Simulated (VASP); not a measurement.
Input of a VASP 6.6.1 run:

File INCAR:

```
SYSTEM = RbP2N2
PREC     = Accurate       ! precision mode
ENCUT    = 520            ! plane-wave cutoff, eV
EDIFF    = 1E-6           ! SCF threshold, eV
ISMEAR   = 0              ! smearing method
SIGMA    = 0.1            ! smearing width, eV
LREAL    = .False.        ! projectors in reciprocal space
LASPH    = .True.         ! aspherical terms in the spheres
NELM     = 80             ! most SCF steps
ALGO     = Normal         ! electronic algorithm
ISIF     = 2              ! what is computed and relaxed
LWAVE    = .False.        ! write WAVECAR
LCHARG   = .False.        ! write CHGCAR
GGA      = PE             ! functional
NBANDS   = 22             ! bands
```

The input KPOINTS:

```
regular mesh
0
Gamma
  10 10 6
  0 0 0
```

The input POSCAR:

```
RbP2N2
1.0
    2.6654632946     -3.4604584762     -0.0020954593
    2.6654632946      3.4604584762     -0.0020954593
   -1.0429191399      0.0000000000      5.9966319344
Rb P N
1 2 2
Direct
    0.1261874781      0.1261874781      0.5698273564
    0.5259273232      0.9238584932      0.0671556871
    0.9238584932      0.5259273232      0.0671556871
    0.6943805374      0.1944443673      0.9115326233
    0.1944443673      0.6943805374      0.9115326233
```

Potentials or basis: VASP PAW PBE potentials, release 64 (Rb_sv, P, N).

Run with:

```sh
$ cat potpaw_PBE.64/Rb_sv/POTCAR potpaw_PBE.64/P/POTCAR potpaw_PBE.64/N/POTCAR > POTCAR
$ mpirun -np 1 vasp_std > vasp.out
```

(1) Predict the pressure.

(2) Predict the band gap on the k mesh.

(3) Predict the largest force.

Answers

(1) -0.3 GPa.

(2) zero (an odd number of electrons rules out a gap without spin polarisation).

(3) 0.125 eV/Å.
